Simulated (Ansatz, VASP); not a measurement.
One calculation of HfH2, two programs

```
Hf H
1.0
    -1.77378    1.77378    2.18050
     1.77378   -1.77378    2.18050
     1.77378    1.77378   -2.18050
Hf H
1 2
Direct
  0.00000 0.00000 0.00000
  0.75000 0.25000 0.50000
  0.25000 0.75000 0.50000
```

Change from the starting cell: equal xx and yy strain of +2 %.

Alike in both runs: task single point; functional LDA; k mesh 12 × 12 × 12; occupations fermi-dirac, width 0.03 eV; no spin polarisation.

|  | VASP | Ansatz |
| --- | --- | --- |
| version | VASP 6.6.1 | Ansatz 0.2.0 |
| potentials or method | VASP PAW LDA potentials, release 64 (Hf_pv, H), cutoff 520 eV | all-electron LAPW, scalar-relativistic |

Ansatz gave:

```
pressure (GPa)                                                : -13.3
traceless stress, the component that is largest in VASP (GPa) : 0.56
```

Problem. Estimate VASP's values.

Solution. Pressure (GPa): -13.5; traceless stress, the component that is largest in VASP (GPa): 0.58.

LDA's correlation is that of Perdew and Zunger in VASP and of Perdew and Wang (1992) in Ansatz. Ansatz ran all-electron here, and VASP with PAW potentials.

Neither program's run includes spin-orbit coupling.
